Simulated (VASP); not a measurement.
# TiAl5 (I4/mmm) in VASP: further runs

Runs on TiAl5. Level: PBE. Tasks: single point, relaxation of cell and atoms.

All numbers are computed with VASP 6.6.1; they aren't measurements. Logs are shortened: lines on timing, memory, paths and dates and some standing lists are left out, and cuts for length are marked.

### Step 1. The cell of the first run

Symmetry: I4/mmm, No. 139, tetragonal system. The conventional cell has a = 5.545 Å, b = 5.545 Å, c = 6.312 Å, α = 90.00°, β = 90.00°, γ = 90.00°. Ti (site symmetry 4/mmm) has 10 Al at 2.52 to 3.16 Å within 3.3 Å. Al (site symmetry 2/m) has 2 Ti at 2.52 Å and 8 Al at 2.52 to 3.16 Å within 3.3 Å. Within 3.3 Å of Al (site symmetry 4/mmm) lie 8 Al at 2.52 Å and 2 Ti at 3.16 Å.

### Step 2. Single point, PBE

INCAR reads:

```
PREC = Accurate
ENCUT = 520
EDIFF = 1E-6
ISMEAR = 0
SIGMA = 0.1
LREAL = False
LASPH = True
NELM = 100
ALGO = Normal
ISIF = 2
LWAVE = False
LCHARG = True
GGA = PE
LELF = True
LVHAR = True
NBANDS = 22
```

KPOINTS reads:

```
regular mesh
0
Gamma
  4 4 4
```

POSCAR reads:

```
TiAl5
1.0
   -2.7723875400      2.7723875400      3.1560011700
    2.7723875400     -2.7723875400      3.1560011700
    2.7723875400      2.7723875400     -3.1560011700
Ti Al
1 5
Direct
    0.5000000000      0.5000000000      0.0000000000
    0.5000000000      0.5000000000      0.5000000000
    0.0000000000      0.0000000000      0.5000000000
    0.5000000000      0.0000000000      0.0000000000
    0.0000000000      0.5000000000      0.0000000000
    0.0000000000      0.0000000000      0.0000000000
```

Potentials or basis: VASP PAW PBE potentials, release 64 (Ti_sv, Al).

The run is started by

```bash
cat potpaw_PBE.64/Ti_sv/POTCAR potpaw_PBE.64/Al/POTCAR > POTCAR
mpirun -np 1 vasp_std > vasp.out
```

OUTCAR:

```text
PREC = Accurate
   ENCUT = 520
   EDIFF = 1E-6
   ISMEAR = 0
   LREAL = False
   LASPH = True
   NELM = 100
   ISIF = 2
   GGA = PE

 ion  position               nearest neighbor table
   1  0.500  0.500  0.000-   2 2.52   3 2.52   4 2.52   5 2.52   2 2.52   4 2.52   5 2.52   3 2.52

   2  0.500  0.500  0.500-   1 2.52   6 2.52   1 2.52   6 2.52   5 2.77   4 2.77   5 2.77   4 2.77
                             3 3.16   3 3.16
   3  0.000  0.000  0.500-   1 2.52   6 2.52   6 2.52   1 2.52   5 2.77   5 2.77   4 2.77   4 2.77
                             2 3.16   2 3.16
   4  0.500  0.000  0.000-   1 2.52   6 2.52   1 2.52   6 2.52   3 2.77   2 2.77   2 2.77   3 2.77
                             5 3.16   5 3.16
   5  0.000  0.500  0.000-   1 2.52   6 2.52   6 2.52   1 2.52   3 2.77   3 2.77   2 2.77   2 2.77
                             4 3.16   4 3.16
   6  0.000  0.000  0.000-   2 2.52   3 2.52   4 2.52   5 2.52   3 2.52   5 2.52   4 2.52   2 2.52

  LATTYP: Found a body centered tetragonal cell.
 ALAT       =     5.5447750800
 C/A-ratio  =     1.1383694106

  Lattice vectors:

 A1 = (  -2.7723875400,   2.7723875400,   3.1560011700)
 A2 = (   2.7723875400,  -2.7723875400,   3.1560011700)
 A3 = (   2.7723875400,   2.7723875400,  -3.1560011700)

Analysis of symmetry for initial positions (statically):
=====================================================================
 Subroutine PRICEL returns:
 Original cell was already a primitive cell.

 Routine SETGRP: Setting up the symmetry group for a
 body centered tetragonal supercell.

 Subroutine GETGRP returns: Found 16 space group operations
 (whereof 16 operations were pure point group operations)
 out of a pool of 16 trial point group operations.

The static configuration has the point symmetry D_4h.

Analysis of symmetry for dynamics (positions and initial velocities):
=====================================================================
 Subroutine PRICEL returns:
 Original cell was already a primitive cell.

 Routine SETGRP: Setting up the symmetry group for a
 body centered tetragonal supercell.

 Subroutine GETGRP returns: Found 16 space group operations
 (whereof 16 operations were pure point group operations)
 out of a pool of 16 trial point group operations.

The dynamic configuration has the point symmetry D_4h.

 Subroutine INISYM returns: Found 16 space group operations
 (whereof 16 operations are pure point group operations),
 and found     1 'primitive' translations

----------------------------------------------------------------------------------------

                                     Primitive cell

  volume of cell :      97.0298

  direct lattice vectors                    reciprocal lattice vectors
    -2.772387540  2.772387540  3.156001170     0.000000000  0.180349967  0.158428332
     2.772387540 -2.772387540  3.156001170     0.180349967  0.000000000  0.158428332
     2.772387540  2.772387540 -3.156001170     0.180349967  0.180349967  0.000000000

  length of vectors
     5.033150974  5.033150974  5.033150974     0.240053425  0.240053425  0.255053369

  position of ions in fractional coordinates (direct lattice)
     0.500000000  0.500000000  0.000000000
     0.500000000  0.500000000  0.500000000
     0.000000000  0.000000000  0.500000000
     0.500000000  0.000000000  0.000000000
     0.000000000  0.500000000  0.000000000
     0.000000000  0.000000000  0.000000000

  ion indices of the primitive-cell ions
   primitive index   ion index
                 1           1
                 2           2
                 3           3
                 4           4
                 5           5
                 6           6

----------------------------------------------------------------------------------------

 KPOINTS: regular mesh

Automatic generation of k-mesh.
 Grid dimensions read from file:
 generate k-points for:    4    4    4

 Generating k-lattice:

  Cartesian coordinates                     Fractional coordinates (reciprocal lattice)
     0.000000000  0.045087492  0.039607083     0.250000000  0.000000000  0.000000000
     0.045087492  0.000000000  0.039607083     0.000000000  0.250000000  0.000000000
     0.045087492  0.045087492  0.000000000     0.000000000  0.000000000  0.250000000

  Length of vectors
     0.060013356  0.060013356  0.063763342

  Shift w.r.t. Gamma in fractional coordinates (k-lattice)
     0.000000000  0.000000000  0.000000000

 Subroutine IBZKPT returns following result:
 ===========================================

 Found     13 irreducible k-points:

 Following reciprocal coordinates:
            Coordinates               Weight
  0.000000  0.000000  0.000000      1.000000
  0.250000  0.000000  0.000000      8.000000
  0.500000  0.000000  0.000000      4.000000
  0.250000  0.250000  0.000000      8.000000
  0.500000  0.250000  0.000000     16.000000
 -0.250000  0.250000  0.000000      4.000000
  0.500000  0.500000  0.000000      2.000000
  0.250000  0.250000  0.250000      2.000000
 -0.250000  0.250000  0.250000      4.000000
  0.500000  0.500000  0.250000      4.000000
 -0.250000  0.500000  0.250000      8.000000
 -0.250000 -0.250000  0.250000      2.000000
  0.500000  0.500000  0.500000      1.000000
   k-points           NKPTS =     13   k-points in BZ     NKDIM =     13   number of bands    NBANDS=     22
   number of dos      NEDOS =    301   number of ions     NIONS =      6
   total plane-waves  NPLWV =  64000
   dimension x,y,z NGX =    40 NGY =   40 NGZ =   40
   dimension x,y,z NGXF=    80 NGYF=   80 NGZF=   80
   ions per type =               1   5
   NGX,Y,Z   is equivalent  to a cutoff of  13.21, 13.21, 13.21 a.u.
   NGXF,Y,Z  is equivalent  to a cutoff of  26.42, 26.42, 26.42 a.u.
 SYSTEM =  unknown system
   PREC   = accura    normal or accurate (medium, high low for compatibility)
   ISTART =      0    job   : 0-new  1-cont  2-samecut
   ICHARG =      2    charge: 1-file 2-atom 10-const
   ISPIN  =      1    spin polarized calculation?
   LNONCOLLINEAR =      F non collinear calculations
   LSORBIT =      F    spin-orbit coupling
   LASPH  =      T    aspherical Exc in radial PAW
   ENCUT  =  520.0 eV  38.22 Ry    6.18 a.u.   9.36  9.36  9.36*2*pi/ulx,y,z
   NELM   =    100;   NELMIN=  2; NELMDL= -5     # of ELM steps
   EDIFF  = 0.1E-05   stopping-criterion for ELM
   LREAL  =      F    real-space projection
   EDIFFG = 0.1E-04   stopping-criterion for IOM
   NSW    =      0    number of steps for IOM
   IBRION =     -1    ionic relax: 0-MD 1-quasi-New 2-CG
   NFREE  =      0    steps in history (QN), initial steepest desc. (CG)
   ISIF   =      2    stress and relaxation
   ISYM   =      2    0-nonsym 1-usesym 2-fastsym
   POTIM  = 0.5000    time-step for ionic-motion
   TEBEG  =    0.0;   TEEND  =   0.0 temperature during run
   PSTRESS=    0.0 pullay stress
   NELECT =      27.0000    total number of electrons
   NUPDOWN=      -1.0000    fix difference up-down
   EMIN   =  10.00;   EMAX   =-10.00  energy-range for DOS
   EFERMI =   0.00;   METHOD = LEGACY
   ISMEAR =     0;   SIGMA  =   0.10  broadening in eV -4-tet -1-fermi 0-gaus
   EFERMI_NEDOS =   21; number of points for ismear=-14 and -15
   IALGO  =     38    algorithm
   IMIX   =      4    mixing-type and parameters
     AMIX     =   0.40;   BMIX     =  1.00
     AMIX_MAG =   1.60;   BMIX_MAG =  1.00
  volume/ion in A,a.u.               =      16.17       109.13
  Fermi-wavevector in a.u.,A,eV,Ry     =   1.068795  2.019730 15.542244  1.142323
  Thomas-Fermi vector in A             =   2.204454
   LORBIT       =      0    0 simple, 1 ext, 2 COOP (PROOUT), +10 PAW based schemes
   GGA     = PE    functional components
   LHFCALC =     F    Hartree Fock is set to
   AEXX    =    0.0000 exact exchange contribution
   IVDW    =     0    specifies the selected vdW correction
   LEPSILON=     F    determine dielectric tensor
   LRPA    =     F    only Hartree local field effects (RPA)
 non-spin polarized calculation
 Gauss-broadening in eV      SIGMA  =   0.10
  energy-cutoff  :      520.00
  volume of cell :       97.03
 maximum number of plane-waves:      2638
 NGX is ok and might be reduce to    40
   NGX = 19   NGY = 19   NGZ = 19

 number of electron      27.0000001 magnetization

 Free energy of the ion-electron system (eV)
  ---------------------------------------------------
  ext. energy  EPLUGINS =         0.00000000
  ---------------------------------------------------
  free energy    TOTEN  =       -24.27605862 eV

  energy without entropy =      -24.25195415  energy(sigma->0) =      -24.26400638

 E-fermi :   7.5704     XC(G=0): -10.3734

 val. band max:        7.5511842777   @ k =   0.0000   0.0000   0.0000
 cond. band min:       7.5735203529   @ k =   0.5000   0.5000   0.0000
 fundamental gap:      0.0223360752
 Fermi energy:         7.5703568926

 k-point     1 :       0.0000    0.0000    0.0000
  band No.  band energies     occupation
      1     -48.2462      2.00000
      2     -24.6933      2.00000
      3     -24.5747      2.00000
      4     -24.5747      2.00000
      5      -2.6852      2.00000
      6       3.7623      2.00000
[... 14 lines left out ...]
     21      11.3572      0.00000
     22      11.4340      0.00000

 k-point     2 :       0.2500    0.0000    0.0000
  band No.  band energies     occupation
      1     -48.2460      2.00000
      2     -24.6946      2.00000
      3     -24.5757      2.00000
      4     -24.5756      2.00000
      5      -2.1768      2.00000
      6       1.7758      2.00000
[... 14 lines left out ...]
     21      11.8372      0.00000
     22      12.1653      0.00000
[... 248 lines left out ...]
     21      11.9953      0.00000
     22      11.9953      0.00000

 k-point    13 :       0.5000    0.5000    0.5000
  band No.  band energies     occupation
      1     -48.2457      2.00000
      2     -24.6983      2.00000
      3     -24.5783      2.00000
      4     -24.5783      2.00000
      5       0.0946      2.00000
      6       0.4975      2.00000
[... 14 lines left out ...]
     21      11.6618      0.00000
     22      12.2162      0.00000

------------------------ aborting loop because EDIFF is reached ----------------------------------------

  FORCE on cell =-STRESS in cart. coord.  units (eV):
  Direction    XX          YY          ZZ          XY          YZ          ZX
  --------------------------------------------------------------------------------------
  -------------------------------------------------------------------------------------
  Total       14.8167760     14.8167760      7.0208729      0.0000000     -0.0000000      0.0000000
  in kB      244.6579178    244.6579178    115.9302228      0.0000000     -0.0000000      0.0000000
  external PRESSURE =     201.7486861 kB  Pullay stress =       0.0000000 kB

 VOLUME and BASIS-vectors are now :
 -----------------------------------------------------------------------------
  energy-cutoff  :      520.00
  volume of cell :       97.03
      direct lattice vectors                 reciprocal lattice vectors
    -2.772387540  2.772387540  3.156001170     0.000000000  0.180349967  0.158428332
     2.772387540 -2.772387540  3.156001170     0.180349967  0.000000000  0.158428332
     2.772387540  2.772387540 -3.156001170     0.180349967  0.180349967  0.000000000

 POSITION                                       TOTAL-FORCE (eV/Angst)
 -----------------------------------------------------------------------------------
      0.00000      0.00000      3.15600         0.000000     -0.000000     -0.000000
      1.38619      1.38619      1.57800        -0.000000      0.000000      0.000000
      1.38619      1.38619     -1.57800        -0.000000      0.000000      0.000000
     -1.38619      1.38619      1.57800        -0.000000      0.000000      0.000000
      1.38619     -1.38619      1.57800        -0.000000      0.000000      0.000000
      0.00000      0.00000      0.00000        -0.000000      0.000000      0.000000
 -----------------------------------------------------------------------------------
    total drift:                               -0.000000     -0.000000      0.000000

  FREE ENERGIE OF THE ION-ELECTRON SYSTEM (eV)
  ---------------------------------------------------
  free  energy   TOTEN  =       -24.2760586197 eV

  energy  without entropy=      -24.2519541502  energy(sigma->0) =      -24.26400638
```

It took 37 s on 1 thread of Intel Xeon 6975P-C, shared host; peak memory 0.24 GiB.

What came out:

```yaml
Free_energy: -24.2761 eV
Pressure: 20.2 GPa
```

Levels at points of the mesh, in eV from the Fermi level:
```
           k point  band 9  band 10  band 11  band 12  band 13  band 14  band 15  band 16  band 17  band 18
(0.00, 0.00, 0.00)   -2.64    -2.64    -2.10    -1.64    -1.24    -0.35    -0.35    -0.02     0.21     3.26
(0.50, 0.00, 0.00)   -3.08    -2.98    -1.36    -0.42    -0.35    -0.33     1.53     1.55     1.85     2.54
(0.50, 0.50, 0.00)   -3.38    -3.11    -0.73    -0.69     0.00     0.58     1.42     2.27     2.49     3.36
(0.50, 0.50, 0.50)   -4.20    -3.92    -1.22    -1.22    -0.54     1.89     2.71     2.79     3.42     3.42
```

Caveat: the k points lie up to 0.40 Å⁻¹ apart.

(Continued in part 2 of 2.)
